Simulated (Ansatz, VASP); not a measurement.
# One calculation of Ge2As3, two programs

```xyz
5
Lattice="5.2491 0.0000 0.0000 0.0000 5.0311 0.0000 0.0000 0.0000 5.2557" Properties=species:S:1:pos:R:3 pbc="T T T"
Ge    2.6246    2.5156    2.6279
Ge    2.6246    0.0000    2.6279
As    0.0000    0.0000    2.6279
As    2.6246    0.0000    0.0000
As    0.0000    0.0000    0.0000
```

Change from the starting cell: species swapped into the Zr3Cd2 type (Pmmm, No. 47).

Alike in both runs: functional PBE; k mesh 8 × 8 × 8; occupations gaussian, width 0.1 eV; no spin polarisation.

Ansatz relaxed the structure, and its values are those at the end. VASP's run is a single point on that final structure, the one shown.

```csv
,VASP,Ansatz
version,VASP 6.6.1,Ansatz 0.2.0
potentials or method,"VASP PAW PBE potentials, release 64 (Ge_d, As), cutoff 520 eV","scalar-relativistic, plane waves, PAW"
valence electrons in the cell,43,73
```

|  | VASP | Ansatz | Ansatz less VASP |
| --- | --- | --- | --- |
| gap on the k mesh at the Fermi level (eV) | none | none | - |
| pressure (GPa) | 0.1 | 0.0 | -0.08 |

A gap of «none» marks a metal or a gap that the smearing closes. With one functional, cell and mesh, what is left measures potentials, basis and numerics. VASP's potentials hold 43 valence electrons a cell and Ansatz's 73, so a difference there can come from the potentials and not from the codes.
